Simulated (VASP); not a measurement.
Ag: single point with r2SCAN

The system is Ag.

```xyz
4
Lattice="2.9924 0.0000 0.0000 -1.4962 2.5915 0.0000 0.0000 0.0000 9.4670" Properties=species:S:1:pos:R:3 pbc="T T T"
Ag    0.0000    1.7276    2.3667
Ag    1.4962    0.8638    7.1002
Ag    0.0000    0.0000    0.0000
Ag    0.0000    0.0000    4.7335
```

This cell differs from its parent crystal: strain +0.030 along x and y, +0.000 along z.

```json
{
  "Program": "VASP 6.6.1",
  "Task": "single point",
  "Functional": "r2SCAN",
  "Potentials or basis": "VASP PAW PBE potentials, release 64 (Ag)",
  "Cutoff": "520 eV",
  "k mesh": "18 × 18 × 6",
  "Occupations": "gaussian, width 0.15 eV",
  "Spin": "no spin polarisation",
  "Dipole correction": "no",
  "Further INCAR settings": "ALGO = Normal; EDIFF = 1e-06; NBANDS = 30"
}
```

```json
{
  "Pressure": "-4.9 GPa",
  "Band gap on the k mesh": "zero (band 22 reaches 10.65 eV, above the bottom of band 23 at 4.17 eV)"
}
```

Stress tensor (GPa, compression positive):
```
-5.71  0.00  0.00
 0.00 -5.71  0.00
 0.00  0.00 -3.41
```

Levels at points of the mesh, in eV from the Fermi level:
```tsv
k point	band 20	band 21	band 22	band 23	band 24	band 25
(0.00, 0.00, 0.00)	-3.66	-3.66	-3.28	-3.28	0.10	3.72
(0.50, 0.00, 0.00)	-3.11	-0.09	0.84	0.91	1.44	3.95
(0.00, 0.00, 0.50)	-3.44	-3.44	-3.44	-2.16	-2.16	6.80
(0.50, 0.00, 0.50)	-3.19	0.26	0.26	1.29	1.29	4.59
```

Wall time 19 min on 1 thread of Intel Xeon 8259CL, on a shared host, peak memory 0.37 GiB.

Caveat: the cell differs from its parent crystal (strain +0.030 along x and y, +0.000 along z); the PAW data sets were made with another functional, which shifts forces and pressure a little.
